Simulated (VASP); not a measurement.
A run of VASP 6.6.1 is set up as follows.

INCAR

```
SYSTEM = CeO2
  ALGO = Normal
  EDIFF = 1E-7
  ENCUT = 520
  GGA = PE
  ISIF = 2
  ISMEAR = 0
  LASPH = .TRUE.
  LCHARG = .FALSE.
  LREAL = .FALSE.
  LWAVE = .FALSE.
  NBANDS = 19
  NELM = 100
  PREC = Accurate
  SIGMA = 0.01
```

The input KPOINTS:

```
k-points
0
G
  6 6 6
  0 0 0
```

The input POSCAR:

```
CeO2
1.0
    0.0000000000      2.7857796457      2.7857796457
    2.7857796457      0.0000000000      2.7857796457
    2.7857796457      2.7857796457      0.0000000000
Ce O
1 2
Direct
    0.0000000000      0.0000000000      0.0000000000
    0.2500000000      0.2500000000      0.2500000000
    0.7500000000      0.7500000000      0.7500000000
```

Potentials or basis: VASP PAW PBE potentials, release 64 (Ce, O).

Command:

```console
$ cat potpaw_PBE.64/Ce/POTCAR potpaw_PBE.64/O/POTCAR > POTCAR
$ mpirun -np 1 vasp_std > vasp.out
```

(1) What does it give for the band gap on the k mesh?

(2) Predict the pressure.

Results:

(1) 1.80 eV (least direct gap 1.85 eV).

(2) -9.0 GPa.

Caveat: the cell stands under tension; spin-orbit coupling is left out, which moves the levels of the heavy elements.
